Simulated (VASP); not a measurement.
Write the native input for VASP 6.6.1 that does the following.

* Task: single point
* Functional: LDA
* Potentials or basis: VASP PAW LDA potentials, release 64 (Ca_sv, C)
* Cutoff: 520 eV
* k mesh: 10 × 10 × 10
* Occupations: gaussian, width 0.05 eV
* Spin: no spin polarisation
* Dipole correction: no
* Further INCAR settings: ALGO = Normal; EDIFF = 1e-07; NBANDS = 16

The structure of CaC2 lies in POSCAR:

```
CaC2
1.0
   -2.0310135294      2.0310135294      3.3622168046
    2.0310135294     -2.0310135294      3.3622168046
    2.0310135294      2.0310135294     -3.3622168046
Ca C
1 2
Direct
    0.0000000000      0.0000000000      0.0000000000
    0.5978927200      0.5978927200      0.0000000000
    0.4021072800      0.4021072800      0.0000000000
```

This cell differs from its parent crystal: strain +0.050 along x and y, +0.050 along z.

These files were run (other wordings do the same):

INCAR

```
SYSTEM = CaC2
PREC = Accurate
ENCUT = 520
EDIFF = 1E-7
ISMEAR = 0
SIGMA = 0.05
LREAL = .False.
LASPH = .True.
NELM = 60
ALGO = Normal
ISIF = 2
LWAVE = .False.
LCHARG = .False.
GGA = CA
NBANDS = 16
```

KPOINTS

```
regular mesh
0
Gamma
  10 10 10
  0 0 0
```

Potentials or basis: VASP PAW LDA potentials, release 64 (Ca_sv, C).

Command:

```sh
$ cat potpaw_LDA.64/Ca_sv/POTCAR potpaw_LDA.64/C/POTCAR > POTCAR
$ mpirun -np 1 vasp_std > vasp.out
```

It gave:

* Pressure: -13.7 GPa
* Largest force: 3.421 eV/Å
* Band gap on the k mesh: 1.41 eV, indirect (least direct gap 2.33 eV)

Caveat: the cell differs from its parent crystal (strain +0.050 along x and y, +0.050 along z); forces of over 1 eV/Å act on the atoms, so gaps and moduli don't describe the material at rest.

It took 5.4 min on 1 thread of AMD EPYC 7R13, on a shared host, peak memory 0.2 GiB.
